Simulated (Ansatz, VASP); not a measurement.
## Hf4Cl: VASP beside Ansatz

The input INCAR:

```
PREC = Accurate
ENCUT = 520
EDIFF = 1E-6
ISMEAR = 0
SIGMA = 0.1
LREAL = F
LASPH = T
NELM = 100
ALGO = Normal
ISIF = 2
LWAVE = F
LCHARG = F
GGA = PE
NBANDS = 32
```

Contents of KPOINTS:

```
Automatic mesh
0
Gamma
  4 4 4
```

The input POSCAR:

```
Hf4Cl
1.0
   -2.9503595500      2.9503595500      2.9503595500
    2.9503595500     -2.9503595500      2.9503595500
    2.9503595500      2.9503595500     -2.9503595500
Hf Cl
4 1
Direct
    0.0000000000      0.0000000000      0.5000000000
    0.5000000000      0.0000000000      0.0000000000
    0.5000000000      0.5000000000      0.5000000000
    0.0000000000      0.5000000000      0.0000000000
    0.0000000000      0.0000000000      0.0000000000
```

Input for Ansatz:

```yaml
crystal:
  lattice:
    - [-2.95035955, 2.95035955, 2.95035955]
    - [2.95035955, -2.95035955, 2.95035955]
    - [2.95035955, 2.95035955, -2.95035955]
  atoms:
    - { symbol: Hf, position: [0.0, 0.0, 0.5] }
    - { symbol: Hf, position: [0.5, 0.0, 0.0] }
    - { symbol: Hf, position: [0.5, 0.5, 0.5] }
    - { symbol: Hf, position: [0.0, 0.5, 0.0] }
    - { symbol: Cl, position: [0.0, 0.0, 0.0] }
basis:
  ecutwfc: 420
kpoints:
  mp_grid: { grid: [4, 4, 4] }
hamiltonian:
  xc: pbe
scf:
  occupations: { method: gaussian, width: 0.1 }
  lower_state_search: "off"
output:
  forces: true
  stress: true
  eigenvalues: true
```

Change from the starting cell: species swapped into the NiHg4 type (Im-3m, No. 229).

Alike in both runs: task single point; functional PBE; k mesh 4 × 4 × 4; occupations gaussian, width 0.1 eV; no spin polarisation.

|  | VASP | Ansatz |
| --- | --- | --- |
| version | VASP 6.6.1 | Ansatz 0.2.0 |
| potentials or method | VASP PAW PBE potentials, release 64 (Hf_pv, Cl), cutoff 520 eV | scalar-relativistic, plane waves, PAW |
| valence electrons in the cell | 47 | 111 |

Ansatz gave:

```
gap on the k mesh at the Fermi level (eV) : none
pressure (GPa)                            : 8.9
```

**Question.** Estimate VASP's values.

**Answer.** gap on the k mesh at the Fermi level (eV): none; pressure (GPa): 8.5.

A gap of «none» marks a metal or a gap that the smearing closes. VASP's potentials hold 47 valence electrons a cell and Ansatz's 111, so a difference there can come from the potentials and not from the codes.

The k mesh is coarse, so the values compare programs but aren't converged. Neither program's run includes spin-orbit coupling.
